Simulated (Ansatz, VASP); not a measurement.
# One calculation of TaO5, two programs

The input INCAR:

```
PREC = Accurate ; ENCUT = 600
EDIFF = 1E-6 ; ISMEAR = 0
SIGMA = 0.1 ; LREAL = False
LASPH = True ; NELM = 80
ALGO = Normal ; ISIF = 3
LWAVE = False ; LCHARG = False
GGA = PE ; IBRION = 2
NSW = 100 ; EDIFFG = -0.01
```

KPOINTS

```
Automatic mesh
0
Gamma
  12 12 6
```

POSCAR

```
TaO5
1.0
    3.5184295419      0.0000000000      0.0000000000
   -1.7592147710      3.0470493647      0.0000000000
    0.0000000000      0.0000000000      8.6771144749
Ta O
1 5
Direct
    0.0000000000      0.0000000000      0.0000000000
    0.0000000000      0.0000000000      0.2091393671
    0.0000000000      0.0000000000      0.7908606329
    0.5000000000      0.0000000000      0.5000000000
    0.0000000000      0.5000000000      0.5000000000
    0.5000000000      0.5000000000      0.5000000000
```

Input for Ansatz:

```yaml
crystal:
  lattice:
    - [3.5184295419, 0.0, 0.0]
    - [-1.759214771, 3.0470493647, 0.0]
    - [0.0, 0.0, 8.6771144749]
  atoms:
    - { symbol: Ta, position: [0.0, 0.0, 0.0] }
    - { symbol: O, position: [0.0, 0.0, 0.2091393671] }
    - { symbol: O, position: [0.0, 0.0, 0.7908606329] }
    - { symbol: O, position: [0.5, 0.0, 0.5] }
    - { symbol: O, position: [0.0, 0.5, 0.5] }
    - { symbol: O, position: [0.5, 0.5, 0.5] }
basis:
  ecutwfc: 420
kpoints:
  mp_grid: { grid: [12, 12, 6] }
hamiltonian:
  xc: pbe
scf:
  occupations: { method: gaussian, width: 0.1 }
output:
  forces: true
  stress: true
  eigenvalues: true
  write_density: true
  write_potential: true
  elf: true
  volumetric_format: npy
relax:
  adjacent_minimum: "off"
  f_tol: 0.01
  max_steps: 80
  cell: { stress_tol: 0.05 }
```

Alike in both runs: task relaxation of cell and atoms; functional PBE; k mesh 12 × 12 × 6; occupations gaussian, width 0.1 eV; no spin polarisation.

|  | VASP | Ansatz |
| --- | --- | --- |
| version | VASP 6.6.1 | Ansatz 0.2.0 |
| potentials or method | VASP PAW PBE potentials, release 64 (Ta_pv, O), cutoff 600 eV | scalar-relativistic, plane waves, PAW |
| valence electrons in the cell | 41 | 43 |

Ansatz gave:

- gap on the k mesh at the Fermi level, each at its own relaxed structure (eV): none
- relaxed volume (Å³/atom): 15.62
- relaxed length of the cell vector where the two differ most in proportion (Å): 8.859

**Question.** Estimate VASP's values.

**Answer.** gap on the k mesh at the Fermi level, each at its own relaxed structure (eV): none; relaxed volume (Å³/atom): 15.31; relaxed length of the cell vector where the two differ most in proportion (Å): 8.701.

A gap of «none» marks a metal or a gap that the smearing closes. VASP's potentials hold 41 valence electrons a cell and Ansatz's 43, so a difference there can come from the potentials and not from the codes.

Spin-orbit coupling is off throughout.
